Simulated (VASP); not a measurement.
# NdZrS2 (P4mm) in VASP: relaxation of cell and atoms with PBE

Aim: the relaxation of cell and atoms of NdZrS2 with PBE.

All numbers are computed with VASP 6.6.1; they aren't measurements. Logs are shortened: lines on timing, memory, paths and dates and some standing lists are left out, and cuts for length are marked.

### 1 The cell of the first run

It takes space group P4mm (No. 99, tetragonal). The conventional cell has a = 4.260 Å, b = 4.260 Å, c = 6.136 Å, α = 90.00°, β = 90.00°, γ = 90.00°. Within 3.1 Å of Nd (site symmetry 4mm) lie 4 S at 2.35 Å and 1 Zr at 2.52 Å. Within 3.3 Å of Zr (site symmetry 4mm) lie 1 Nd at 2.52 Å and 4 S at 2.63 Å. S (site symmetry 2mm) has 2 Nd at 2.35 Å and 2 Zr at 2.63 Å and 4 S at 3.01 Å within 3.1 Å.

The cell was generated, and may not be a known phase.

### 2 Relaxation of cell and atoms, PBE

INCAR reads:

```
PREC = Accurate ; ENCUT = 500
EDIFF = 1E-7 ; ISMEAR = 0
SIGMA = 0.2 ; LREAL = F
LASPH = T ; NELM = 200
ALGO = Normal ; ISIF = 3
LWAVE = F ; LCHARG = F
GGA = PE ; IBRION = 2
NSW = 36 ; EDIFFG = -0.08
GGA_COMPAT = F ; NELMIN = 4
LMAXMIX = 6
```

KPOINTS reads:

```
regular mesh
0
Gamma
  5 5 3
```

POSCAR reads:

```
NdZrS2
1.0
    4.2601608100      0.0000000000      0.0000000000
    0.0000000000      4.2601608100      0.0000000000
    0.0000000000      0.0000000000      6.1364137300
Nd Zr S
1 1 2
Direct
    0.0000000000      0.0000000000      0.3556454300
    0.0000000000      0.0000000000      0.9444581900
    0.5000000000      0.0000000000      0.1947510000
    0.0000000000      0.5000000000      0.1947510000
```

Potentials or basis: VASP PAW PBE potentials, release 64 (Nd_3, Zr_sv, S), 4f in core.

On the command line:

```bash
$ cat potpaw_PBE.64/Nd_3/POTCAR potpaw_PBE.64/Zr_sv/POTCAR potpaw_PBE.64/S/POTCAR > POTCAR
$ mpirun -np 1 vasp_std > vasp.out
```

OUTCAR:

```text
PREC = Accurate
   ENCUT = 500
   EDIFF = 1E-7
   ISMEAR = 0
   LREAL = F
   LASPH = T
   NELM = 200
   ISIF = 3
   GGA = PE
   IBRION = 2
   NSW = 36
   EDIFFG = -0.08
   NELMIN = 4

 ion  position               nearest neighbor table
   1  0.000  0.000  0.356-   3 2.35   4 2.35   4 2.35   3 2.35   2 2.52   2 3.61
   2  0.000  0.000  0.944-   1 2.52   3 2.63   4 2.63   4 2.63   3 2.63   1 3.61
   3  0.500  0.000  0.195-   1 2.35   1 2.35   2 2.63   2 2.63
   4  0.000  0.500  0.195-   1 2.35   1 2.35   2 2.63   2 2.63

  LATTYP: Found a simple tetragonal cell.
 ALAT       =     4.2601608100
 C/A-ratio  =     1.4404183325

  Lattice vectors:

 A1 = (   4.2601608100,   0.0000000000,   0.0000000000)
 A2 = (   0.0000000000,   4.2601608100,   0.0000000000)
 A3 = (   0.0000000000,   0.0000000000,   6.1364137300)

Analysis of symmetry for initial positions (statically):
=====================================================================
 Subroutine PRICEL returns:
 Original cell was already a primitive cell.

 Routine SETGRP: Setting up the symmetry group for a
 simple tetragonal supercell.

 Subroutine GETGRP returns: Found  8 space group operations
 (whereof  8 operations were pure point group operations)
 out of a pool of 16 trial point group operations.

The static configuration has the point symmetry C_4v.

Analysis of symmetry for dynamics (positions and initial velocities):
=====================================================================
 Subroutine PRICEL returns:
 Original cell was already a primitive cell.

 Routine SETGRP: Setting up the symmetry group for a
 simple tetragonal supercell.

 Subroutine GETGRP returns: Found  8 space group operations
 (whereof  8 operations were pure point group operations)
 out of a pool of 16 trial point group operations.

The dynamic configuration has the point symmetry C_4v.

 Subroutine INISYM returns: Found  8 space group operations
 (whereof  8 operations are pure point group operations),
 and found     1 'primitive' translations

----------------------------------------------------------------------------------------

                                     Primitive cell

  volume of cell :     111.3696

  direct lattice vectors                    reciprocal lattice vectors
     4.260160810  0.000000000  0.000000000     0.234732923  0.000000000  0.000000000
     0.000000000  4.260160810  0.000000000     0.000000000  0.234732923  0.000000000
     0.000000000  0.000000000  6.136413730     0.000000000  0.000000000  0.162961633

  length of vectors
     4.260160810  4.260160810  6.136413730     0.234732923  0.234732923  0.162961633

  position of ions in fractional coordinates (direct lattice)
     0.000000000  0.000000000  0.355645430
     0.000000000  0.000000000  0.944458190
     0.500000000  0.000000000  0.194751000
     0.000000000  0.500000000  0.194751000

  ion indices of the primitive-cell ions
   primitive index   ion index
                 1           1
                 2           2
                 3           3
                 4           4

----------------------------------------------------------------------------------------

 KPOINTS: regular mesh

Automatic generation of k-mesh.
 Grid dimensions read from file:
 generate k-points for:    5    5    3

 Generating k-lattice:

  Cartesian coordinates                     Fractional coordinates (reciprocal lattice)
     0.046946585  0.000000000  0.000000000     0.200000000  0.000000000  0.000000000
     0.000000000  0.046946585  0.000000000     0.000000000  0.200000000  0.000000000
     0.000000000  0.000000000  0.054320544     0.000000000  0.000000000  0.333333333

  Length of vectors
     0.046946585  0.046946585  0.054320544

  Shift w.r.t. Gamma in fractional coordinates (k-lattice)
     0.000000000  0.000000000  0.000000000

 Subroutine IBZKPT returns following result:
 ===========================================

 Found     12 irreducible k-points:

 Following reciprocal coordinates:
            Coordinates               Weight
  0.000000  0.000000  0.000000      1.000000
  0.200000  0.000000  0.000000      4.000000
  0.400000  0.000000  0.000000      4.000000
  0.200000  0.200000  0.000000      4.000000
  0.400000  0.200000  0.000000      8.000000
  0.400000  0.400000  0.000000      4.000000
  0.000000  0.000000  0.333333      2.000000
  0.200000  0.000000  0.333333      8.000000
  0.400000  0.000000  0.333333      8.000000
  0.200000  0.200000  0.333333      8.000000
  0.400000  0.200000  0.333333     16.000000
  0.400000  0.400000  0.333333      8.000000
   k-points           NKPTS =     12   k-points in BZ     NKDIM =     12   number of bands    NBANDS=     21
   number of dos      NEDOS =    301   number of ions     NIONS =      4
   total plane-waves  NPLWV =  49152
   dimension x,y,z NGX =    32 NGY =   32 NGZ =   48
   dimension x,y,z NGXF=    64 NGYF=   64 NGZF=   96
   ions per type =               1   1   2
   NGX,Y,Z   is equivalent  to a cutoff of  12.49, 12.49, 13.00 a.u.
   NGXF,Y,Z  is equivalent  to a cutoff of  24.97, 24.97, 26.01 a.u.
 SYSTEM =  unknown system
   PREC   = accura    normal or accurate (medium, high low for compatibility)
   ISTART =      0    job   : 0-new  1-cont  2-samecut
   ICHARG =      2    charge: 1-file 2-atom 10-const
   ISPIN  =      1    spin polarized calculation?
   LNONCOLLINEAR =      F non collinear calculations
   LSORBIT =      F    spin-orbit coupling
   LASPH  =      T    aspherical Exc in radial PAW
   ENCUT  =  500.0 eV  36.75 Ry    6.06 a.u.   7.77  7.77 11.19*2*pi/ulx,y,z
   NELM   =    200;   NELMIN=  4; NELMDL= -5     # of ELM steps
   EDIFF  = 0.1E-06   stopping-criterion for ELM
   LREAL  =      F    real-space projection
   EDIFFG = -.8E-01   stopping-criterion for IOM
   NSW    =     36    number of steps for IOM
   IBRION =      2    ionic relax: 0-MD 1-quasi-New 2-CG
   NFREE  =      1    steps in history (QN), initial steepest desc. (CG)
   ISIF   =      3    stress and relaxation
   ISYM   =      2    0-nonsym 1-usesym 2-fastsym
   POTIM  = 0.5000    time-step for ionic-motion
   TEBEG  =    0.0;   TEEND  =   0.0 temperature during run
   PSTRESS=    0.0 pullay stress
   NELECT =      35.0000    total number of electrons
   NUPDOWN=      -1.0000    fix difference up-down
   EMIN   =  10.00;   EMAX   =-10.00  energy-range for DOS
   EFERMI =   0.00;   METHOD = LEGACY
   ISMEAR =     0;   SIGMA  =   0.20  broadening in eV -4-tet -1-fermi 0-gaus
   EFERMI_NEDOS =   21; number of points for ismear=-14 and -15
   IALGO  =     38    algorithm
   IMIX   =      4    mixing-type and parameters
     AMIX     =   0.40;   BMIX     =  1.00
     AMIX_MAG =   1.60;   BMIX_MAG =  1.00
  volume/ion in A,a.u.               =      27.84       187.89
  Fermi-wavevector in a.u.,A,eV,Ry     =   1.113035  2.103330 16.855521  1.238846
  Thomas-Fermi vector in A             =   2.249615
   LORBIT       =      0    0 simple, 1 ext, 2 COOP (PROOUT), +10 PAW based schemes
   GGA     = PE    functional components
   LHFCALC =     F    Hartree Fock is set to
   AEXX    =    0.0000 exact exchange contribution
   IVDW    =     0    specifies the selected vdW correction
   LEPSILON=     F    determine dielectric tensor
   LRPA    =     F    only Hartree local field effects (RPA)
 conjugate gradient relaxation of ions
 non-spin polarized calculation
 Gauss-broadening in eV      SIGMA  =   0.20
  energy-cutoff  :      500.00
  volume of cell :      111.37
 maximum number of plane-waves:      2840
 NGX is ok and might be reduce to    32
   NGX = 15   NGY = 15   NGZ = 23

--------------------------------------- Ionic step        1  -------------------------------------------

 number of electron      35.0000003 magnetization

 Free energy of the ion-electron system (eV)
  ---------------------------------------------------
  ext. energy  EPLUGINS =         0.00000000
  ---------------------------------------------------
  free energy    TOTEN  =       -19.50821404 eV

  energy without entropy =      -19.42084857  energy(sigma->0) =      -19.46453131

 E-fermi :   4.3567     XC(G=0):  -8.8878

 val. band max:        4.3519365542   @ k =   0.4000   0.2000   0.3333
 cond. band min:       4.4109796638   @ k =   0.4000   0.4000   0.0000
 fundamental gap:      0.0590431096
 Fermi energy:         4.3567423376

 k-point     1 :       0.0000    0.0000    0.0000
  band No.  band energies     occupation
      1     -45.4861      2.00000
      2     -32.9880      2.00000
      3     -23.6383      2.00000
      4     -23.5929      2.00000
      5     -23.5929      2.00000
      6     -14.8313      2.00000
[... 384 lines left out ...]
  FREE ENERGIE OF THE ION-ELECTRON SYSTEM (eV)
  ---------------------------------------------------
  free  energy   TOTEN  =       -23.2681795680 eV

  energy  without entropy=      -23.1410318892  energy(sigma->0) =      -23.20460573

[... ionic steps 4 to 8 ...]

--------------------------------------- Ionic step        9  -------------------------------------------

 number of electron      34.9999997 magnetization

------------------------ aborting loop because EDIFF is reached ----------------------------------------

  FORCE on cell =-STRESS in cart. coord.  units (eV):
  Direction    XX          YY          ZZ          XY          YZ          ZX
  --------------------------------------------------------------------------------------
  -------------------------------------------------------------------------------------
  Total       -0.9697374     -0.9697374     -0.5200506      0.0000000      0.0000000      0.0000000
  in kB      -11.5433555    -11.5433555     -6.1904688      0.0000000      0.0000000      0.0000000
  external PRESSURE =      -9.7590600 kB  Pullay stress =       0.0000000 kB
[... 61 lines left out ...]
  energy  without entropy=      -23.9203435250  energy(sigma->0) =      -23.97955044

--------------------------------------- Ionic step       11  -------------------------------------------

 number of electron      35.0000000 magnetization

 Free energy of the ion-electron system (eV)
  ---------------------------------------------------
  ext. energy  EPLUGINS =         0.00000000
  ---------------------------------------------------
  free energy    TOTEN  =       -24.04360997 eV

  energy without entropy =      -23.92238719  energy(sigma->0) =      -23.98299858

 E-fermi :   3.2432     XC(G=0):  -8.3116

 val. band max:        3.2408198768   @ k =   0.0000   0.0000   0.3333
 cond. band min:       3.2563001613   @ k =   0.4000   0.4000   0.3333
 fundamental gap:      0.0154802845
 Fermi energy:         3.2431815999

 k-point     1 :       0.0000    0.0000    0.0000
  band No.  band energies     occupation
      1     -46.2248      2.00000
      2     -35.2112      2.00000
      3     -24.3764      2.00000
      4     -24.3764      2.00000
      5     -24.1674      2.00000
      6     -16.4012      2.00000
[... 308 lines left out ...]
  FREE ENERGIE OF THE ION-ELECTRON SYSTEM (eV)
  ---------------------------------------------------
  free  energy   TOTEN  =       -24.0436099663 eV

  energy  without entropy=      -23.9223871910  energy(sigma->0) =      -23.98299858

 reached required accuracy - stopping structural energy minimisation
```

It took 3.4 min on 1 thread of AMD EPYC 9R45 (Zen 5), shared host; peak memory 0.21 GiB.

Results:

- Free energy: -24.0436 eV
- Relaxed volume: 33.12 Å³/atom
- Relaxed cell: a = 4.560 Å, b = 4.560 Å, c = 6.372 Å, α = 90.00°, β = 90.00°, γ = 90.00°
- Space group after relaxing (to 0.1 Å): P4mm (No. 99)
- Energy gained by relaxing: 1133.8 meV/atom
- Ionic steps: 11
- Pressure after relaxing: -0.1 GPa
- Largest force after relaxing: 0.039 eV/Å
- Band gap on the k mesh: zero (an odd number of electrons rules out a gap without spin polarisation)

Forces on the atoms (eV/Å):
```
Nd   0.000  0.000 -0.005
Zr   0.000  0.000 -0.039
S    0.000  0.000  0.022
S    0.000  0.000  0.022
```

Step by step:
| step | energy change (eV) | largest force (eV/Å) | pressure (GPa) | volume (Å³) |
| --- | --- | --- | --- | --- |
| 1 | 0.0000 | 12.5002 | 25.66 | 111.37 |
| 2 | -0.2983 | 3.8925 | -8.99 | 199.63 |
| 3 | -3.7600 | 2.9229 | -4.29 | 144.13 |
| 4 | -3.8133 | 2.7082 | -3.18 | 140.99 |
| 5 | -3.8264 | 2.4907 | -2.05 | 138.23 |
| 6 | -4.3479 | 1.1744 | -0.45 | 133.11 |
| 7 | -4.4804 | 0.9312 | 2.03 | 128.94 |
| 8 | -4.4819 | 0.9157 | 1.72 | 129.36 |
| 9 | -4.5239 | 0.3235 | -0.98 | 134.60 |
| 10 | -4.5305 | 0.1303 | -0.30 | 133.12 |
| 11 | -4.5354 | 0.0395 | -0.06 | 132.49 |

Final structure:
```
Nd Zr S
1.0
     4.55975    0.00000    0.00000
     0.00000    4.55975    0.00000
     0.00000    0.00000    6.37227
Nd Zr S
1 1 2
Direct
  0.00000 0.00000 0.42285
  0.00000 0.00000 0.96527
  0.50000 0.00000 0.15074
  0.00000 0.50000 0.15074
```

Caveat: the volume moved by over 15 % at a fixed basis, so the end points are rough; spin-orbit coupling is left out, which moves the levels of the heavy elements; the 4f electrons are frozen in the core, so they carry no moment and show no levels; an odd number of electrons without spin polarisation forces a metal; a magnetic or distorted state may lie lower; the run has no spin polarisation, though such a crystal can be magnetic; the relaxation stopped at a loose force limit of 0.08 eV/Å, so its end isn't a converged minimum. Spin polarisation is off, so any magnetic state and its effect on volume and gap are missing.
